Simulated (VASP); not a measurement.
Wanted: the native input for a VASP 6.6.1 run.

```yaml
Task: single point
Functional: PBEsol
Potentials_or_basis: VASP PAW PBE potentials, release 64 (Zr_sv, B)
Cutoff: 520 eV
k_mesh: 10 × 10 × 10
Occupations: fermi-dirac, width 0.05 eV
Spin: no spin polarisation
Dipole_correction: no
Further_INCAR_settings: ALGO = Normal; EDIFF = 1e-07; NBANDS = 14
```

The structure of ZrB lies in POSCAR:

```
ZrB
1.0
    0.0000000000      2.3250000000      2.3250000000
    2.3250000000      0.0000000000      2.3250000000
    2.3250000000      2.3250000000      0.0000000000
Zr B
1 1
Direct
    0.0000000000      0.0000000000      0.0000000000
    0.5000000000      0.5000000000      0.5000000000
```

These files were run (other wordings do the same):

INCAR

```
SYSTEM = ZrB
PREC     = Accurate       ! precision mode
ENCUT    = 520            ! plane-wave cutoff, eV
EDIFF    = 1E-7           ! SCF threshold, eV
ISMEAR   = -1             ! smearing method
SIGMA    = 0.05           ! smearing width, eV
LREAL    = .FALSE.        ! projectors in reciprocal space
LASPH    = .TRUE.         ! aspherical terms in the spheres
NELM     = 80             ! most SCF steps
ALGO     = Normal         ! electronic algorithm
ISIF     = 2              ! what is computed and relaxed
LWAVE    = .FALSE.        ! write WAVECAR
LCHARG   = .FALSE.        ! write CHGCAR
GGA      = PS             ! functional
NBANDS   = 14             ! bands
```

KPOINTS

```
Automatic mesh
0
G
  10 10 10
  0 0 0
```

Potentials or basis: VASP PAW PBE potentials, release 64 (Zr_sv, B).

Launch:

```console
$ cat potpaw_PBE.64/Zr_sv/POTCAR potpaw_PBE.64/B/POTCAR > POTCAR
$ mpirun -np 1 vasp_std > vasp.out
```

Results of the run:

The pressure is 29.5 GPa.

Caveat: the PAW data sets were made with another functional, which shifts forces and pressure a little.

Wall time 16 s on 1 thread of Intel Xeon 6975P-C, with other jobs on the host, peak memory 0.15 GiB.
